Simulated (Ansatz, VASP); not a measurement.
One calculation of NaF, two programs

```
Na F
1.0
     0.00000    2.35058    2.35058
     2.35058    0.00000    2.35058
     2.35058    2.35058    0.00000
Na F
1 1
Cartesian
  0.0000 0.0000 0.0000
  2.3506 2.3506 2.3506
```

Alike in both runs: functional PBE; k mesh 8 × 8 × 8; no spin polarisation.

Ansatz relaxed the structure, and its values are those at the end. VASP's run is a single point on that final structure, the one shown.

```csv
,VASP,Ansatz
version,VASP 6.6.1,Ansatz 0.2.0
potentials or method,"VASP PAW PBE potentials, release 64 (Na_pv, F), cutoff 600 eV","scalar-relativistic, plane waves, PAW"
occupations,"gaussian, width 0.01 eV",fixed
valence electrons in the cell,14,16
```

Ansatz gave:

| Quantity | Value |
| --- | --- |
| gap on the k mesh at the Fermi level (eV) | 6.09 |
| least direct gap on the mesh (eV) | 6.09 |
| pressure (GPa) | 0.0 |

Estimate VASP's values.

gap on the k mesh at the Fermi level (eV): 6.07; least direct gap on the mesh (eV): 6.07; pressure (GPa): -0.3.

VASP's potentials hold 14 valence electrons a cell and Ansatz's 16, so a difference there can come from the potentials and not from the codes.
